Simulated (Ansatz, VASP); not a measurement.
**C: VASP beside Ansatz**

Contents of INCAR:

```
SYSTEM = C
  ALGO = Normal
  EDIFF = 1E-6
  ENCUT = 520
  GGA = PS
  ISIF = 2
  ISMEAR = -1
  LASPH = .TRUE.
  LCHARG = .FALSE.
  LREAL = .FALSE.
  LWAVE = .FALSE.
  NBANDS = 16
  NELM = 80
  PREC = Accurate
  SIGMA = 0.05
```

Contents of KPOINTS:

```
k-points
0
G
  13 13 7
  0 0 0
```

POSCAR

```
C
1.0
    2.4988818069      0.0000000000      0.0000000000
   -1.2494409034      2.1640951258      0.0000000000
    0.0000000000      0.0000000000      4.1607094855
C
4
Direct
    0.3333333333      0.6666666667      0.0627973083
    0.6666666667      0.3333333333      0.5627973083
    0.3333333333      0.6666666667      0.4372026917
    0.6666666667      0.3333333333      0.9372026917
```

Input for Ansatz:

```yaml
crystal:
  lattice:
    - [2.4988818069, 0.0, 0.0]
    - [-1.2494409034, 2.1640951258, 0.0]
    - [0.0, 0.0, 4.1607094855]
  atoms:
    - { symbol: C, position: [0.3333333333, 0.6666666667, 0.0627973083] }
    - { symbol: C, position: [0.6666666667, 0.3333333333, 0.5627973083] }
    - { symbol: C, position: [0.3333333333, 0.6666666667, 0.4372026917] }
    - { symbol: C, position: [0.6666666667, 0.3333333333, 0.9372026917] }
hamiltonian:
  xc: pbesol
  pseudopotentials:
    kind: paw
    azcp:
      C: "pseudopotentials/C.paw.azcp"
basis:
  ecutwfc: 420
  fft_grid_basis: typed
kpoints:
  mp_grid: { grid: [13, 13, 7], shift: [0, 0, 0] }
magnetization:
  spin_polarized: false
scf:
  occupations: { method: fermi_dirac, width: 0.05 }
  lower_state_search: "off"
output:
  stress: true
  write_density: true
  write_potential: true
  elf: true
  volumetric_format: npy
```

Alike in both runs: task single point; functional PBEsol; k mesh 13 × 13 × 7; occupations fermi-dirac, width 0.05 eV; no spin polarisation.

|  | VASP | Ansatz |
| --- | --- | --- |
| version | VASP 6.6.1 | Ansatz 0.2.0 |
| potentials or method | VASP PAW PBE potentials, release 64 (C), cutoff 520 eV | plane waves (420 eV) with PAW, scalar-relativistic |
| valence electrons in the cell | 16 | 16 |

|  | VASP | Ansatz | Ansatz less VASP |
| --- | --- | --- | --- |
| gap on the k mesh at the Fermi level (eV) | 3.17 | 3.19 | +0.012 |
| pressure (GPa) | 1.1 | 0.0 | -1.08 |
| traceless stress, the component that is largest in VASP (GPa) | -0.04 | 0.05 | +0.091 |

VASP's potentials were made for PBE, not for PBEsol, and Ansatz warns of the same on its side.
